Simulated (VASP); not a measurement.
Set up this calculation in VASP 6.6.1, as the native input.

| Property | Result |
| --- | --- |
| Task | single point |
| Functional | r2SCAN50 |
| Potentials or basis | VASP PAW PBE potentials, release 64 (Hg, Te) |
| Cutoff | 520 eV |
| k mesh | 4 × 4 × 4 |
| Occupations | fermi-dirac, width 0.05 eV |
| Spin | no spin polarisation |
| Dipole correction | no |
| Grid for exact exchange (PRECFOCK) | Normal |
| Further INCAR settings | ALGO = Normal; EDIFF = 1e-06; NBANDS = 16 |
| Share of exact exchange | 0.5 |

Crystal: HgTe.

```
Hg Te
1.0
     0.00000    3.14888    3.14888
     3.14888    0.00000    3.14888
     3.14888    3.14888    0.00000
Hg Te
1 1
Direct
  0.00000 0.00000 0.00000
  0.75000 0.75000 0.75000
```

These files were run (other wordings do the same):

POSCAR

```
HgTe
1.0
    0.0000000000      3.1488795465      3.1488795465
    3.1488795465      0.0000000000      3.1488795465
    3.1488795465      3.1488795465      0.0000000000
Hg Te
1 1
Direct
    0.0000000000      0.0000000000      0.0000000000
    0.7500000000      0.7500000000      0.7500000000
```

INCAR.step1

```
PREC = Accurate
ENCUT = 520
EDIFF = 1E-5
ISMEAR = -1
SIGMA = 0.05
LREAL = False
LASPH = True
NELM = 60
ALGO = Normal
ISIF = 2
LWAVE = True
LCHARG = False
GGA = PE
NBANDS = 16
```

INCAR.step2

```
PREC = Accurate
ENCUT = 520
EDIFF = 1E-6
ISMEAR = -1
SIGMA = 0.05
LREAL = False
LASPH = True
NELM = 60
ALGO = Normal
ISIF = 2
LWAVE = False
LCHARG = False
METAGGA = R2SCAN
LHFCALC = True
AEXX = 0.5
LMIXTAU = True
PRECFOCK = Normal
ISTART = 1
NBANDS = 16
```

KPOINTS

```
Automatic mesh
0
Gamma
  4 4 4
```

Potentials or basis: VASP PAW PBE potentials, release 64 (Hg, Te).

Command:

```console
$ cat potpaw_PBE.64/Hg/POTCAR potpaw_PBE.64/Te/POTCAR > POTCAR
$ cp INCAR.step1 INCAR
$ mpirun -np 1 vasp_std > vasp.out
$ cp INCAR.step2 INCAR
$ mpirun -np 1 vasp_std > vasp.out
```

Results of the run:

The pressure is 4.7 GPa. The band gap on the k mesh is 2.36 eV.

Caveat: the k points lie up to 0.43 Å⁻¹ apart; the PAW data sets were made with another functional, which shifts forces and pressure a little; spin-orbit coupling is left out, which moves the levels of the heavy elements.

Wall time 13 min on 1 thread of Intel(R) Xeon(R) Platinum 8559C (Emerald Rapids) (shared host), peak memory 0.22 GiB.
